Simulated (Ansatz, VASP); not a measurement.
**SrO in VASP and in Ansatz**

File INCAR:

```
PREC = Accurate ; ENCUT = 600
EDIFF = 1E-6 ; ISMEAR = -1
SIGMA = 0.05 ; LREAL = F
LASPH = T ; NELM = 80
ALGO = Normal ; ISIF = 3
LWAVE = F ; LCHARG = F
GGA = RE ; IBRION = 2
NSW = 80 ; EDIFFG = -0.005
```

File KPOINTS:

```
Automatic mesh
0
Gamma
  9 9 9
```

POSCAR

```
SrO
1.0
    0.0000000000      2.5663000000      2.5663000000
    2.5663000000      0.0000000000      2.5663000000
    2.5663000000      2.5663000000      0.0000000000
Sr O
1 1
Direct
    0.5000000000      0.5000000000      0.5000000000
    0.0000000000      0.0000000000      0.0000000000
```

Contents of input.yaml:

```yaml
crystal:
  lattice:
    - [0.0, 2.5663, 2.5663]
    - [2.5663, 0.0, 2.5663]
    - [2.5663, 2.5663, 0.0]
  atoms:
    - { symbol: Sr, position: [0.5, 0.5, 0.5] }
    - { symbol: O, position: [0.0, 0.0, 0.0] }
kpoints:
  mp_grid: { grid: [9, 9, 9] }
scf:
  occupations: { method: fermi_dirac, width: 0.05 }
hamiltonian:
  xc: revpbe
  pseudopotentials: { kind: all_electron, lapw: { basis_error: 0.001 } }
output:
  forces: true
  stress: true
relax:
  f_tol: 0.005
  max_steps: 60
  cell: {}
```

Alike in both runs: task relaxation of cell and atoms; functional revPBE; k mesh 9 × 9 × 9; occupations fermi-dirac, width 0.05 eV; no spin polarisation.

```csv
,VASP,Ansatz
version,VASP 6.6.1,Ansatz 0.2.0
potentials or method,"VASP PAW PBE potentials, release 64 (Sr_sv, O), cutoff 600 eV","all-electron LAPW, scalar-relativistic"
```

VASP gave:

* relaxed volume (Å³/atom): 18.08
* relaxed cell length with the largest relative difference (Å): 3.712

**Question.** Estimate Ansatz's values.

**Answer.** Relaxed volume (Å³/atom): 17.99; relaxed cell length with the largest relative difference (Å): 3.706.

VASP's potentials were made for PBE, not for revPBE. Ansatz ran all-electron here, and VASP with PAW potentials.
